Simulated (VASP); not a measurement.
Input of a VASP 6.6.1 run:

File INCAR:

```
SYSTEM = Bi
GGA = CA
LSORBIT = .True.
MAGMOM = 0 0 0 0 0 0
LORBIT = 11
ISMEAR = 0
SIGMA = 0.04
LWAVE = .False.
LCHARG = .False.
ISIF = 2
PREC = Accurate
LASPH = .True.
LREAL = .False.
ALGO = Normal
EDIFF = 1E-6
NELM = 200
GGA_COMPAT = .False.
ENCUT = 550
KPAR = 4
NBANDS = 70
```

Contents of KPOINTS:

```
Automatic mesh
0
Gamma
  14 14 14
  0 0 0
```

File POSCAR:

```
Bi
1.0
    2.2675000000      1.3091417354      3.9970700000
   -2.2675000000      1.3091417354      3.9970700000
    0.0000000000     -2.6182834708      3.9970700000
Bi
2
Direct
    0.7660000000      0.7660000000      0.7660000000
    0.2382322700      0.2382322700      0.2382322700
```

Potentials or basis: VASP PAW LDA potentials, release 64 (Bi_d).

Run with:

```console
$ cat potpaw_LDA.64/Bi_d/POTCAR > POTCAR
$ mpirun -np 4 vasp_ncl > vasp.out
```

(1) Estimate the pressure.

(2) What does it give for the largest force?

Answers

(1) -1.5 GPa.

(2) 0.182 eV/Å.

Caveat: the cell differs from its parent crystal (last atom moved by 0.05 Å along z, cell strained by +1.5% along z).
